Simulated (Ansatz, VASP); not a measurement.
## One calculation of Os2N, two programs

```
CELL_PARAMETERS angstrom
4.23738 0.00000 0.00000
0.00000 4.23738 0.00000
0.00000 0.00000 4.23738
ATOMIC_POSITIONS crystal
Os 0.25000 0.25000 0.25000
Os 0.25000 0.75000 0.75000
Os 0.75000 0.75000 0.25000
Os 0.75000 0.25000 0.75000
N 0.00000 0.00000 0.00000
N 0.50000 0.50000 0.50000
```

Alike in both runs: task relaxation of cell and atoms; functional PBE; k mesh 4 × 4 × 4; occupations gaussian, width 0.1 eV; no spin polarisation.

|  | VASP | Ansatz |
| --- | --- | --- |
| version | VASP 6.6.1 | Ansatz 0.2.0 |
| potentials or method | VASP PAW PBE potentials, release 64 (Os, N), cutoff 600 eV | scalar-relativistic, plane waves, PAW |
| valence electrons in the cell | 42 | 74 |

|  | VASP | Ansatz | Ansatz less VASP |
| --- | --- | --- | --- |
| gap on the k mesh at the Fermi level, each at its own relaxed structure (eV) | none | none | - |
| relaxed volume (Å³/atom) | 14.07 | 13.93 | -0.139 |
| relaxed length of the cell vector where the two differ most in proportion (Å) | 4.386 | 4.372 | -0.0145 |

A gap of «none» marks a metal or a gap that the smearing closes. VASP's potentials hold 42 valence electrons a cell and Ansatz's 74, so a difference there can come from the potentials and not from the codes.

The k mesh is coarse, so the values compare programs but aren't converged. Neither program's run includes spin-orbit coupling.
